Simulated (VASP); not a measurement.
Sn3IO7 (a cell with a defect): single point with PBEsol+D3(BJ)

The system is Sn3IO7 (a cell with a defect).

```
Sn O I
1.0
     4.76905    0.00000    0.00000
     0.00000    4.76905    0.00000
     0.00000    0.00000    6.42420
Sn O I
3 7 1
Direct
  0.99688 0.00832 0.99291
  0.47960 0.52597 0.24320
  0.49770 0.51442 0.77170
  0.32134 0.30318 0.98847
  0.69951 0.67154 0.01384
  0.69685 0.69690 0.50566
  0.18631 0.77054 0.26598
  0.21872 0.79877 0.77226
  0.80939 0.19651 0.24817
  0.79536 0.20200 0.76001
  0.31915 0.28204 0.49989
```

| Item | Value |
| --- | --- |
| Program | VASP 6.6.1 |
| Task | single point |
| Functional | PBEsol |
| Dispersion | D3(BJ) |
| Potentials or basis | VASP PAW PBE potentials, release 64 (Sn_d, O, I) |
| Cutoff | 520 eV |
| k mesh | 2 × 2 × 2, shifted |
| Occupations | fermi-dirac, width 0.05 eV |
| Spin | collinear spin |
| Starting moments | [0.0, 0.375, 0.375, 0.0, 0.0, 0.375, 0.375, 0.375, 0.375, 0.375, 0.375] μB |

| Property | Result |
| --- | --- |
| Largest force | 17.954 eV/Å |
| Net moment | 0.99 μB per cell |
| Site moments | Sn -0.00, +0.01 (each value once); O +0.01, +0.36, +0.04, +0.03, +0.13, +0.07 (each value once); I +0.20 μB |
| Valence electrons inside the program's atomic spheres | Sn 12.41, 13.17, 13.11; O 5.14, 4.93, 5.06, 5.08, 4.97, 5.04 (each value once); I 4.81 |
| Dispersion energy per atom | -0.197 eV |

Forces in eV/Å, atoms in the order of the input:
```
Sn   -0.186  -0.412   1.599
Sn    8.578   4.448  -8.373
Sn    6.687   4.861   4.317
O    -1.717  -1.729   2.213
O     1.904   2.102  -0.683
O    -0.460  -0.487   0.213
O    -3.090   3.773  -1.822
O    -1.862   1.830   0.694
O    -0.034   0.211  -1.034
O     0.578  -0.166   0.436
I   -10.399 -14.431   2.442
```

Levels at points of the mesh, in eV from the Fermi level:
Spin up:
```tsv
k point	band 43	band 44	band 45	band 46	band 47	band 48	band 49	band 50	band 51	band 52
(0.25, 0.25, 0.25)	-1.27	-1.06	-0.80	-0.52	-0.29	3.59	4.60	5.16	5.87	7.02
```
Spin down:
```tsv
k point	band 44	band 45	band 46	band 47	band 48	band 49
(0.25, 0.25, 0.25)	-0.87	-0.56	-0.14	0.12	3.67	4.65
```

Run time: 56 s on 1 thread of Intel(R) Xeon(R) 6975P-C (Granite Rapids) (shared host), peak memory 0.31 GiB.

Caveat: the k points lie up to 0.66 Å⁻¹ apart; the cell carries a net charge on a neutralising background, which shifts energy and pressure; the cell is charged against a uniform background, so pressure and absolute levels hang on convention; three body term missing; the PAW data sets were made with another functional, which shifts forces and pressure a little; spin-orbit coupling is left out, which moves the levels of the heavy elements.
